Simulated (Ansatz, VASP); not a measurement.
AlN: VASP beside Ansatz

INCAR

```
SYSTEM = AlN
PREC = Accurate
ENCUT = 520
EDIFF = 1E-7
ISMEAR = 0
SIGMA = 0.05
LREAL = .FALSE.
LASPH = .TRUE.
NELM = 100
ALGO = Normal
ISIF = 2
LWAVE = .FALSE.
LCHARG = .FALSE.
GGA = PS
NBANDS = 26
```

KPOINTS

```
regular mesh
0
G
  6 6 6
  0 0 0
```

File POSCAR:

```
AlN
1.0
    4.3771405283      0.0000000000      0.0000000000
    0.0000000000     -4.3771405283      0.0000000000
    0.0000000000      0.0000000000     -4.3771405283
Al N
4 4
Direct
   -0.0610641494      0.0287859161     -0.0610641494
    0.5000000000      0.5000000000      0.0000000000
    0.5000000000      0.0000000000      0.5000000000
    0.0000000000      0.5000000000      0.5000000000
    0.7500000000      0.7500000000      0.7500000000
    0.2500000000      0.2500000000      0.7500000000
    0.2500000000      0.7500000000      0.2500000000
    0.7500000000      0.2500000000      0.2500000000
```

Input for Ansatz:

```yaml
crystal:
  lattice:
    - [4.3771405283, 0.0, 0.0]
    - [0.0, -4.3771405283, 0.0]
    - [0.0, 0.0, -4.3771405283]
  atoms:
    - { symbol: Al, position: [-0.0610641494, 0.0287859161, -0.0610641494] }
    - { symbol: Al, position: [0.5, 0.5, 0.0] }
    - { symbol: Al, position: [0.5, 0.0, 0.5] }
    - { symbol: Al, position: [0.0, 0.5, 0.5] }
    - { symbol: "N", position: [0.75, 0.75, 0.75] }
    - { symbol: "N", position: [0.25, 0.25, 0.75] }
    - { symbol: "N", position: [0.25, 0.75, 0.25] }
    - { symbol: "N", position: [0.75, 0.25, 0.25] }
basis:
  ecutwfc: 420
kpoints:
  mp_grid: { grid: [6, 6, 6] }
hamiltonian:
  xc: pbesol
  pseudopotentials: { kind: paw, azcp: { folder: soft_1 } }
scf:
  occupations: { method: gaussian, width: 0.05 }
output:
  forces: true
  stress: true
  eigenvalues: true
```

Alike in both runs: task single point; functional PBEsol; k mesh 6 × 6 × 6; occupations gaussian, width 0.05 eV; no spin polarisation.

|  | VASP | Ansatz |
| --- | --- | --- |
| version | VASP 6.6.1 | Ansatz 0.2.0 |
| potentials or method | VASP PAW PBE potentials, release 64 (Al, N), cutoff 520 eV | scalar-relativistic, plane waves, PAW |
| valence electrons in the cell | 32 | 32 |

```csv
,VASP,Ansatz,Ansatz less VASP
gap on the k mesh at the Fermi level (eV),1.01,1.01,+0.006
least direct gap on the mesh (eV),1.04,1.04,+0.007
pressure (GPa),3.9,3.9,-0.08
"traceless stress, the component that is largest in VASP (GPa)",-3.52,-3.45,+0.070
rms of the force components (eV/Å),1.640,1.632,-0.0088
```

VASP's potentials were made for PBE, not for PBEsol, and Ansatz warns of the same on its side. Atom by atom the forces differ by 0.013 eV/Å (rms over components). With one functional, cell and mesh, what is left measures potentials, basis and numerics.
